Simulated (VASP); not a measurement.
A run of VASP 6.6.1 is set up as follows.

File INCAR:

```
SYSTEM = Nb2SiO2
PREC     = Accurate       ! precision mode
ENCUT    = 600            ! plane-wave cutoff, eV
EDIFF    = 1E-6           ! SCF threshold, eV
ISMEAR   = 0              ! smearing method
SIGMA    = 0.1            ! smearing width, eV
LREAL    = .False.        ! projectors in reciprocal space
LASPH    = .True.         ! aspherical terms in the spheres
NELM     = 200            ! most SCF steps
ALGO     = Normal         ! electronic algorithm
ISIF     = 2              ! what is computed and relaxed
LWAVE    = .False.        ! write WAVECAR
LCHARG   = .True.         ! write CHGCAR
ISPIN    = 2              ! spin polarisation
MAGMOM   = 0 0 0 0 0 0 0 0 0 0 ! initial moments
LORBIT   = 11             ! projections on sites
LMAXMIX  = 4              ! l up to which the mixer works
GGA      = PE             ! functional
LELF     = .True.         ! ELF
LVHAR    = .True.       
NBANDS   = 57             ! bands
GGA_COMPAT= .False.
```

Contents of KPOINTS:

```
regular mesh
0
Gamma
  6 6 2
  0 0 0
```

POSCAR

```
Nb2SiO2
1.0
    3.2793978739      0.0000000000      0.0000000000
   -1.6396989370      2.8400418679      0.0000000000
    0.0000000000      0.0000000000     14.1277037182
Nb Si O
4 2 4
Direct
    0.6666666667      0.3333333333      0.3811802040
    0.3333333333      0.6666666667      0.6188197960
    0.6666666667      0.3333333333      0.1188197960
    0.3333333333      0.6666666667      0.8811802040
    0.3333333333      0.6666666667      0.2500000000
    0.6666666667      0.3333333333      0.7500000000
    0.3333333333      0.6666666667      0.4491370957
    0.6666666667      0.3333333333      0.5508629043
    0.3333333333      0.6666666667      0.0508629043
    0.6666666667      0.3333333333      0.9491370957
```

Potentials or basis: VASP PAW PBE potentials, release 64 (Nb_sv, Si, O).

Run with:

```console
$ cat potpaw_PBE.64/Nb_sv/POTCAR potpaw_PBE.64/Si/POTCAR potpaw_PBE.64/O/POTCAR > POTCAR
$ mpirun -np 1 vasp_std > vasp.out
```

Q: Predict the band gap on the k mesh.

A: Zero (filled and empty bands overlap).

Q: What does it give for the net moment?

A: 0.00 μB per cell.

Q: Estimate the pressure.

A: -0.5 GPa.

Stress tensor (GPa, compression positive):
```
-1.60  0.00  0.00
 0.00 -1.60  0.00
 0.00  0.00  1.77
```

Caveat: the k points lie up to 0.37 Å⁻¹ apart.
